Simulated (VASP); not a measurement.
# InP (F-43m) in VASP: notebook

InP is run at these levels: PBEsol; tasks: single point, relaxation of cell and atoms.

Program: VASP 6.6.1. These are calculated values, not measurements. Logs are shortened: lines on timing, memory, paths and dates and some standing lists are left out, and cuts for length are marked.

### 1 The cell of the first run

Symmetry: F-43m, No. 216, cubic system. Conventional cell: a = 5.879 Å, b = 5.879 Å, c = 5.879 Å, α = 90.00°, β = 90.00°, γ = 90.00°. Within 3.4 Å of In (site symmetry -43m) lie 4 P at 2.55 Å. Within 3.4 Å of P (site symmetry -43m) lie 4 In at 2.55 Å.

### 2 Single point, PBEsol

INCAR

```
SYSTEM = InP
  PREC = Accurate
  ENCUT = 520
  EDIFF = 1E-6
  ISMEAR = 0
  SIGMA = 0.02
  LREAL = .False.
  LASPH = .True.
  NELM = 100
  ALGO = Normal
  ISIF = 2
  LWAVE = .False.
  LCHARG = .True.
  GGA = PS
  LELF = .True.
  LVHAR = .True.
  NBANDS = 16
```

KPOINTS

```
regular mesh
0
Gamma
  10 10 10
  0 0 0
```

POSCAR

```
InP
1.0
    0.0000000000      2.9392576383      2.9392576383
    2.9392576383      0.0000000000      2.9392576383
    2.9392576383      2.9392576383      0.0000000000
In P
1 1
Direct
    0.0000000000      0.0000000000      0.0000000000
    0.2500000000      0.2500000000      0.2500000000
```

Potentials or basis: VASP PAW PBE potentials, release 64 (In_d, P).

Command:

```
$ cat potpaw_PBE.64/In_d/POTCAR potpaw_PBE.64/P/POTCAR > POTCAR
$ mpirun -np 1 vasp_std > vasp.out
```

OUTCAR:

```text
SYSTEM = InP
   PREC = Accurate
   ENCUT = 520
   EDIFF = 1E-6
   ISMEAR = 0
   LREAL = .False.
   LASPH = .True.
   NELM = 100
   ISIF = 2
   GGA = PS

 ion  position               nearest neighbor table
   1  0.000  0.000  0.000-   2 2.55   2 2.55   2 2.55   2 2.55
   2  0.250  0.250  0.250-   1 2.55   1 2.55   1 2.55   1 2.55

  LATTYP: Found a face centered cubic cell.
 ALAT       =     5.8785152766

  Lattice vectors:

 A1 = (   0.0000000000,   2.9392576383,   2.9392576383)
 A2 = (   2.9392576383,   0.0000000000,   2.9392576383)
 A3 = (   2.9392576383,   2.9392576383,   0.0000000000)

Analysis of symmetry for initial positions (statically):
=====================================================================
 Subroutine PRICEL returns:
 Original cell was already a primitive cell.

 Routine SETGRP: Setting up the symmetry group for a
 face centered cubic supercell.

 Subroutine GETGRP returns: Found 24 space group operations
 (whereof 24 operations were pure point group operations)
 out of a pool of 48 trial point group operations.

The static configuration has the point symmetry T_d .

Analysis of symmetry for dynamics (positions and initial velocities):
=====================================================================
 Subroutine PRICEL returns:
 Original cell was already a primitive cell.

 Routine SETGRP: Setting up the symmetry group for a
 face centered cubic supercell.

 Subroutine GETGRP returns: Found 24 space group operations
 (whereof 24 operations were pure point group operations)
 out of a pool of 48 trial point group operations.

The dynamic configuration has the point symmetry T_d .

 Subroutine INISYM returns: Found 24 space group operations
 (whereof 24 operations are pure point group operations),
 and found     1 'primitive' translations

----------------------------------------------------------------------------------------

                                     Primitive cell

  volume of cell :      50.7859

  direct lattice vectors                    reciprocal lattice vectors
     0.000000000  2.939257638  2.939257638    -0.170110981  0.170110981  0.170110981
     2.939257638  0.000000000  2.939257638     0.170110981 -0.170110981  0.170110981
     2.939257638  2.939257638  0.000000000     0.170110981  0.170110981 -0.170110981

  length of vectors
     4.156738015  4.156738015  4.156738015     0.294640862  0.294640862  0.294640862

  position of ions in fractional coordinates (direct lattice)
     0.000000000  0.000000000  0.000000000
     0.250000000  0.250000000  0.250000000

  ion indices of the primitive-cell ions
   primitive index   ion index
                 1           1
                 2           2

----------------------------------------------------------------------------------------

 KPOINTS: regular mesh

Automatic generation of k-mesh.
 Grid dimensions read from file:
 generate k-points for:   10   10   10

 Generating k-lattice:

  Cartesian coordinates                     Fractional coordinates (reciprocal lattice)
    -0.017011098  0.017011098  0.017011098     0.100000000  0.000000000  0.000000000
     0.017011098 -0.017011098  0.017011098     0.000000000  0.100000000  0.000000000
     0.017011098  0.017011098 -0.017011098     0.000000000  0.000000000  0.100000000

  Length of vectors
     0.029464086  0.029464086  0.029464086

  Shift w.r.t. Gamma in fractional coordinates (k-lattice)
     0.000000000  0.000000000  0.000000000

 Subroutine IBZKPT returns following result:
 ===========================================

 Found     47 irreducible k-points:

 Following reciprocal coordinates:
            Coordinates               Weight
  0.000000  0.000000  0.000000      1.000000
  0.100000  0.000000  0.000000      8.000000
  0.200000  0.000000  0.000000      8.000000
  0.300000  0.000000  0.000000      8.000000
  0.400000  0.000000  0.000000      8.000000
  0.500000  0.000000  0.000000      4.000000
[... 16 lines left out ...]
  0.300000  0.300000  0.000000      6.000000
  0.400000  0.300000  0.000000     24.000000
 [... further k-points ...]
   k-points           NKPTS =     47   k-points in BZ     NKDIM =     47   number of bands    NBANDS=     16
   number of dos      NEDOS =    301   number of ions     NIONS =      2
   total plane-waves  NPLWV =  32768
   dimension x,y,z NGX =    32 NGY =   32 NGZ =   32
   dimension x,y,z NGXF=    64 NGYF=   64 NGZF=   64
   ions per type =               1   1
   NGX,Y,Z   is equivalent  to a cutoff of  12.80, 12.80, 12.80 a.u.
   NGXF,Y,Z  is equivalent  to a cutoff of  25.60, 25.60, 25.60 a.u.
 SYSTEM =  InP
   PREC   = accura    normal or accurate (medium, high low for compatibility)
   ISTART =      0    job   : 0-new  1-cont  2-samecut
   ICHARG =      2    charge: 1-file 2-atom 10-const
   ISPIN  =      1    spin polarized calculation?
   LNONCOLLINEAR =      F non collinear calculations
   LSORBIT =      F    spin-orbit coupling
   LASPH  =      T    aspherical Exc in radial PAW
   ENCUT  =  520.0 eV  38.22 Ry    6.18 a.u.   7.73  7.73  7.73*2*pi/ulx,y,z
   NELM   =    100;   NELMIN=  2; NELMDL= -5     # of ELM steps
   EDIFF  = 0.1E-05   stopping-criterion for ELM
   LREAL  =      F    real-space projection
[... 7 lines left out ...]
   TEBEG  =    0.0;   TEEND  =   0.0 temperature during run
   PSTRESS=    0.0 pullay stress
   NELECT =      18.0000    total number of electrons
   NUPDOWN=      -1.0000    fix difference up-down
   EMIN   =  10.00;   EMAX   =-10.00  energy-range for DOS
   EFERMI =   0.00;   METHOD = LEGACY
   ISMEAR =     0;   SIGMA  =   0.02  broadening in eV -4-tet -1-fermi 0-gaus
   EFERMI_NEDOS =   21; number of points for ismear=-14 and -15
   IALGO  =     38    algorithm
   IMIX   =      4    mixing-type and parameters
     AMIX     =   0.40;   BMIX     =  1.00
     AMIX_MAG =   1.60;   BMIX_MAG =  1.00
  volume/ion in A,a.u.               =      25.39       171.36
  Fermi-wavevector in a.u.,A,eV,Ry     =   1.158559  2.189358 18.262530  1.342258
  Thomas-Fermi vector in A             =   2.295160
   LORBIT       =      0    0 simple, 1 ext, 2 COOP (PROOUT), +10 PAW based schemes
   GGA     = PS    functional components
   LHFCALC =     F    Hartree Fock is set to
   AEXX    =    0.0000 exact exchange contribution
   IVDW    =     0    specifies the selected vdW correction
   LEPSILON=     F    determine dielectric tensor
   LRPA    =     F    only Hartree local field effects (RPA)
 non-spin polarized calculation
 Gauss-broadening in eV      SIGMA  =   0.02
  energy-cutoff  :      520.00
  volume of cell :       50.79
 maximum number of plane-waves:      1387
   NGX = 15   NGY = 15   NGZ = 15

 number of electron      18.0000007 magnetization

 Free energy of the ion-electron system (eV)
  ---------------------------------------------------
  ext. energy  EPLUGINS =         0.00000000
  ---------------------------------------------------
  free energy    TOTEN  =        -9.15672401 eV

  energy without entropy =       -9.15672401  energy(sigma->0) =       -9.15672401

 E-fermi :   5.0982     XC(G=0):  -9.4402

 val. band max:        4.9929224250   @ k =   0.0000   0.0000   0.0000
 cond. band min:       5.5601129590   @ k =   0.0000   0.0000   0.0000
 fundamental gap:      0.5671905340
 Fermi energy:         5.0982218341

 k-point     1 :       0.0000    0.0000    0.0000
  band No.  band energies     occupation
      1      -9.1369      2.00000
      2      -9.1369      2.00000
      3      -9.1369      2.00000
      4      -8.9866      2.00000
      5      -8.9866      2.00000
      6      -6.4935      2.00000
[... 8 lines left out ...]
     15      14.4089      0.00000
     16      14.4089      0.00000

 k-point     2 :       0.1000    0.0000    0.0000
  band No.  band energies     occupation
      1      -9.1492      2.00000
      2      -9.1320      2.00000
      3      -9.1320      2.00000
      4      -8.9867      2.00000
      5      -8.9867      2.00000
      6      -6.3792      2.00000
[... 8 lines left out ...]
     15      13.8944      0.00000
     16      13.8944      0.00000

 k-point     3 :       0.2000    0.0000    0.0000
  band No.  band energies     occupation
      1      -9.1801      2.00000
      2      -9.1203      2.00000
      3      -9.1203      2.00000
      4      -8.9856      2.00000
      5      -8.9856      2.00000
      6      -6.0504      2.00000
[... 8 lines left out ...]
     15      13.4653      0.00000
     16      14.1533      0.00000

 k-point     4 :       0.3000    0.0000    0.0000
  band No.  band energies     occupation
      1      -9.2163      2.00000
      2      -9.1082      2.00000
      3      -9.1082      2.00000
      4      -8.9818      2.00000
      5      -8.9818      2.00000
      6      -5.5579      2.00000
[... 8 lines left out ...]
     15      13.7541      0.00000
     16      13.7541      0.00000

 k-point     5 :       0.4000    0.0000    0.0000
  band No.  band energies     occupation
      1      -9.2442      2.00000
      2      -9.1008      2.00000
      3      -9.1008      2.00000
      4      -8.9761      2.00000
      5      -8.9761      2.00000
      6      -5.0319      2.00000
[... 8 lines left out ...]
     15      14.7226      0.00000
     16      14.7226      0.00000

 k-point     6 :       0.5000    0.0000    0.0000
  band No.  band energies     occupation
      1      -9.2546      2.00000
      2      -9.0985      2.00000
      3      -9.0985      2.00000
      4      -8.9734      2.00000
      5      -8.9734      2.00000
      6      -4.7730      2.00000
[... 8 lines left out ...]
     15      15.5817      0.00000
     16      15.5817      0.00000

 k-point     7 :       0.1000    0.1000    0.0000
  band No.  band energies     occupation
      1      -9.1584      2.00000
      2      -9.1275      2.00000
      3      -9.1275      2.00000
      4      -8.9905      2.00000
      5      -8.9833      2.00000
      6      -6.3414      2.00000
[... 8 lines left out ...]
     15      14.1300      0.00000
     16      14.5009      0.00000

 k-point     8 :       0.2000    0.1000    0.0000
  band No.  band energies     occupation
      1      -9.1839      2.00000
      2      -9.1176      2.00000
      3      -9.1154      2.00000
      4      -8.9936      2.00000
      5      -8.9800      2.00000
      6      -6.0844      2.00000
[... 8 lines left out ...]
     15      14.2772      0.00000
     16      14.9106      0.00000

 k-point     9 :       0.3000    0.1000    0.0000
  band No.  band energies     occupation
      1      -9.2153      2.00000
      2      -9.1074      2.00000
      3      -9.1025      2.00000
      4      -8.9933      2.00000
      5      -8.9760      2.00000
      6      -5.6438      2.00000
[... 8 lines left out ...]
     15      14.3686      0.00000
     16      14.6295      0.00000
[... 172 lines left out ...]
 k-point    19 :       0.5000    0.2000    0.0000
  band No.  band energies     occupation
      1      -9.2674      2.00000
      2      -9.0856      2.00000
      3      -9.0740      2.00000
      4      -8.9971      2.00000
      5      -8.9686      2.00000
      6      -4.6051      2.00000
[... 8 lines left out ...]
     15      15.6659      0.00000
     16      16.2282      0.00000

 k-point    20 :      -0.4000    0.2000    0.0000
  band No.  band energies     occupation
      1      -9.2643      2.00000
      2      -9.0886      2.00000
      3      -9.0767      2.00000
      4      -8.9877      2.00000
      5      -8.9766      2.00000
      6      -4.5303      2.00000
[... 8 lines left out ...]
     15      14.3998      0.00000
     16      15.9946      0.00000

 k-point    21 :      -0.3000    0.2000    0.0000
  band No.  band energies     occupation
      1      -9.2494      2.00000
      2      -9.0926      2.00000
      3      -9.0856      2.00000
      4      -8.9864      2.00000
      5      -8.9809      2.00000
      6      -4.8922      2.00000
[... 8 lines left out ...]
     15      15.1256      0.00000
     16      16.3175      0.00000

 k-point    22 :      -0.2000    0.2000    0.0000
  band No.  band energies     occupation
      1      -9.2264      2.00000
      2      -9.1001      2.00000
      3      -9.0987      2.00000
      4      -8.9914      2.00000
      5      -8.9785      2.00000
      6      -5.3913      2.00000
[... 8 lines left out ...]
     15      15.1438      0.00000
     16      16.1526      0.00000

 k-point    23 :       0.3000    0.3000    0.0000
  band No.  band energies     occupation
      1      -9.2647      2.00000
      2      -9.0705      2.00000
      3      -9.0705      2.00000
      4      -9.0181      2.00000
      5      -8.9640      2.00000
      6      -5.2465      2.00000
[... 8 lines left out ...]
     15      15.1603      0.00000
     16      17.6975      0.00000

 k-point    24 :       0.4000    0.3000    0.0000
  band No.  band energies     occupation
      1      -9.2840      2.00000
      2      -9.0615      2.00000
      3      -9.0581      2.00000
      4      -9.0216      2.00000
      5      -8.9604      2.00000
      6      -4.8280      2.00000
[... 8 lines left out ...]
     15      15.5810      0.00000
     16      17.5785      0.00000

 [... further k-points ...]
[... 5 lines left out ...]
  --------------------------------------------------------------------------------------
  -------------------------------------------------------------------------------------
  Total       -0.0065369     -0.0065369     -0.0065369      0.0000000      0.0000000      0.0000000
  in kB       -0.2062250     -0.2062250     -0.2062250      0.0000000      0.0000000      0.0000000
  external PRESSURE =      -0.2062250 kB  Pullay stress =       0.0000000 kB

 VOLUME and BASIS-vectors are now :
 -----------------------------------------------------------------------------
  energy-cutoff  :      520.00
  volume of cell :       50.79
      direct lattice vectors                 reciprocal lattice vectors
     0.000000000  2.939257638  2.939257638    -0.170110981  0.170110981  0.170110981
     2.939257638  0.000000000  2.939257638     0.170110981 -0.170110981  0.170110981
     2.939257638  2.939257638  0.000000000     0.170110981  0.170110981 -0.170110981

 POSITION                                       TOTAL-FORCE (eV/Angst)
 -----------------------------------------------------------------------------------
      0.00000      0.00000      0.00000        -0.000000     -0.000000     -0.000000
      1.46963      1.46963      1.46963         0.000000      0.000000      0.000000
 -----------------------------------------------------------------------------------
    total drift:                               -0.000000     -0.000000     -0.000000

  FREE ENERGIE OF THE ION-ELECTRON SYSTEM (eV)
  ---------------------------------------------------
  free  energy   TOTEN  =        -9.1567240109 eV

  energy  without entropy=       -9.1567240109  energy(sigma->0) =       -9.15672401
```

Wall time 19 s (1 thread of AMD EPYC 9R45 (Zen 5), shared host); peak memory 0.16 GiB.

What came out:

| Quantity | Value |
| --- | --- |
| Free energy | -9.1567 eV |
| Pressure | 0.0 GPa |
| Band gap on the k mesh | 0.57 eV, direct |

Levels at points of the mesh, in eV from the valence-band top:
| k point | band 6 | band 7 | band 8 | band 9 | band 10 | band 11 | band 12 | band 13 |
| --- | --- | --- | --- | --- | --- | --- | --- | --- |
| (0.00, 0.00, 0.00) | -11.49 | 0.00 | 0.00 | 0.00 | 0.57 | 4.02 | 4.02 | 4.02 |
| (0.50, 0.00, 0.00) | -9.77 | -5.75 | -0.97 | -0.97 | 1.38 | 4.74 | 4.74 | 6.93 |
| (0.50, 0.50, 0.00) | -9.11 | -5.78 | -2.32 | -2.32 | 1.65 | 2.17 | 9.04 | 9.47 |

Caveat: the PAW data sets were made with another functional, which shifts forces and pressure a little; spin-orbit coupling is left out, which moves the levels of the heavy elements.

(Part 1 of 2 ends here.)
